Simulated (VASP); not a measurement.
Set up this calculation in VASP 6.6.1, as the native input.

```yaml
Task: single point
Functional: PBEsol
Potentials_or_basis: VASP PAW PBE potentials, release 64 (Ir_sv_GW)
Cutoff: 560 eV
k_mesh: 13 × 13 × 7
Occupations: fermi-dirac, width 0.05 eV
Spin: no spin polarisation
Dipole_correction: no
Further_INCAR_settings: ALGO = Normal; EDIFF = 1e-06; NBANDS = 24
```

The structure of Ir lies in POSCAR:

```
Ir
1.0
    2.7448628762      0.0000000000      0.0000000000
   -1.3724314381      2.3771209807      0.0000000000
    0.0000000000      0.0000000000      4.4466778595
Ir
2
Direct
    0.2333333333      0.6166666667      0.1750000000
    0.7666666667      0.3833333333      0.8250000000
```

This cell differs from its parent crystal: shortest bond scaled by 0.7.

One way to write it, as run:

INCAR

```
SYSTEM = Ir
ALGO = Normal ; EDIFF = 1E-6
ENCUT = 560 ; GGA = PS
GGA_COMPAT = .False. ; ISIF = 2
ISMEAR = -1 ; LASPH = .True.
LCHARG = .True. ; LELF = .True.
LREAL = .False. ; LVHAR = .True.
LWAVE = .False. ; NBANDS = 24
NELM = 120 ; PREC = Accurate
SIGMA = 0.05
```

KPOINTS

```
k-points
0
Gamma
  13 13 7
  0 0 0
```

Potentials or basis: VASP PAW PBE potentials, release 64 (Ir_sv_GW).

Run with:

```sh
$ cat potpaw_PBE.64/Ir_sv_GW/POTCAR > POTCAR
$ mpirun -np 1 vasp_std > vasp.out
```

It gave:

```yaml
Pressure: 123.9 GPa
Largest_force: 28.696 eV/Å
Band_gap_on_the_k_mesh: zero (bands 17 and 18 overlap by 1.91 eV)
```

Caveat: the cell differs from its parent crystal (shortest bond scaled by 0.7); atoms lie so close that the PAW spheres overlap strongly, which falsifies energies and pressures; the stress differs along the axes, from 57 to 196 GPa; the PAW data sets were made with another functional, which shifts forces and pressure a little; spin-orbit coupling is left out, which moves the levels of the heavy elements.

Wall time 2.3 min on 1 thread of Intel(R) Xeon(R) Platinum 8375C CPU @ 2.90GHz (Ice Lake), with other jobs on the host, peak memory 0.33 GiB.
